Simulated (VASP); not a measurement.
A run of VASP 6.6.1:

The input INCAR:

```
SYSTEM = Mo2C3
  PREC = Accurate
  ENCUT = 520
  EDIFF = 1E-6
  ISMEAR = 0
  SIGMA = 0.1
  LREAL = .False.
  LASPH = .True.
  NELM = 100
  ALGO = Normal
  ISIF = 2
  LWAVE = .False.
  LCHARG = .True.
  GGA = PE
  LELF = .True.
  LVHAR = .True.
  NBANDS = 28
```

File KPOINTS:

```
regular mesh
0
Gamma
  6 6 4
  0 0 0
```

The input POSCAR:

```
Mo2C3
1.0
    3.5594930500      0.0000000000      0.0000000000
    0.0000000000      3.5594930500      0.0000000000
    0.0000000000      0.0000000000      5.6681625200
Mo C
2 3
Direct
    0.5000000000      0.5000000000      0.7755282700
    0.5000000000      0.5000000000      0.2244717300
    0.0000000000      0.0000000000      0.0000000000
    0.5000000000      0.0000000000      0.0000000000
    0.0000000000      0.5000000000      0.0000000000
```

Potentials or basis: VASP PAW PBE potentials, release 64 (Mo_sv, C).

Launch:

```console
$ cat potpaw_PBE.64/Mo_sv/POTCAR potpaw_PBE.64/C/POTCAR > POTCAR
$ mpirun -np 1 vasp_std > vasp.out
```

Hardware: 1 thread of Intel(R) Xeon(R) Platinum 8488C (Sapphire Rapids) (shared host).

Estimate the wall time of this run.

Run time: 34 s on 1 thread of Intel(R) Xeon(R) Platinum 8488C (Sapphire Rapids) (shared host), peak memory 0.2 GiB. Counts: scf iterations 14, k points 30.
